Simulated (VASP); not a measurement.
Runs of VASP 6.6.1 on V. The structure is that of space group P6_3/mmc (No. 194), or close to it. The cells are those of the table. This isn't the form of V at room conditions, which is bcc.

```csv
cell,further INCAR settings,gap on the mesh (eV),pressure (GPa)
"a = 2.735, b = 2.735, c = 4.723 Å, angles 90.0, 90.0, 120.0°, 2 atoms",ALGO = Fast; EDIFF = 1e-07; NBANDS = 20,none,-14.0
"a = 2.604, b = 2.604, c = 4.960 Å, angles 90.0, 90.0, 120.0°, 2 atoms",ALGO = Fast; EDIFF = 1e-06; NBANDS = 20,none,-7.2
"a = 2.474, b = 2.474, c = 4.605 Å, angles 90.0, 90.0, 120.0°, 2 atoms",ALGO = Fast; EDIFF = 1e-06; NBANDS = 20,none,(a)
"a = 2.735, b = 2.735, c = 4.487 Å, angles 90.0, 90.0, 120.0°, 2 atoms",ALGO = Fast; EDIFF = 1e-06; NBANDS = 20,none,-7.2
"a = 2.474, b = 2.474, c = 4.487 Å, angles 90.0, 90.0, 120.0°, 2 atoms",ALGO = Fast; EDIFF = 1e-07; NBANDS = 20,none,35.4
```

Alike in all rows: task single point; level PBE; potentials or basis VASP PAW PBE potentials, release 64 (V_sv); no spin polarisation; k mesh 21 × 21 × 10; cutoff (eV) 520; smearing gaussian 0.15 eV.

Question: Fill in the values left out.

Answer: (a) 28.0.

Caveats: the cell stands under tension (at least some runs); the cell stands under pressure (at least some runs).

A gap of «none» marks levels without a gap at the run's occupations.
